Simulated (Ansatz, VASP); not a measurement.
**GaSb in VASP and in Ansatz**

```
Ga Sb
1.0
     0.00000    3.02342    3.02342
     3.02342    0.00000    3.02342
     3.02342    3.02342    0.00000
Ga Sb
1 1
Direct
  0.00000 0.00000 0.00000
  0.25000 0.25000 0.25000
```

Alike in both runs: functional LDA; k mesh 8 × 8 × 8; occupations gaussian, width 0.01 eV; no spin polarisation.

Ansatz relaxed the structure, and its values are those at the end. VASP's run is a single point on that final structure, the one shown.

```csv
,VASP,Ansatz
version,VASP 6.6.1,Ansatz 0.2.0
potentials or method,"VASP PAW LDA potentials, release 64 (Ga_d, Sb), cutoff 500 eV","scalar-relativistic, plane waves, PAW"
valence electrons in the cell,18,28
```

|  | VASP | Ansatz | Ansatz less VASP |
| --- | --- | --- | --- |
| gap on the k mesh at the Fermi level (eV) | 0.13 | 0.08 | -0.051 |
| least direct gap on the mesh (eV) | 0.13 | 0.08 | -0.051 |
| pressure (GPa) | 0.2 | 0.0 | -0.20 |

Ansatz warns that its potentials were made for another functional, while VASP's fit it. LDA's correlation is that of Perdew and Zunger in VASP and of Perdew and Wang (1992) in Ansatz. VASP's potentials hold 18 valence electrons a cell and Ansatz's 28, so a difference there can come from the potentials and not from the codes.

Spin-orbit coupling is off throughout.
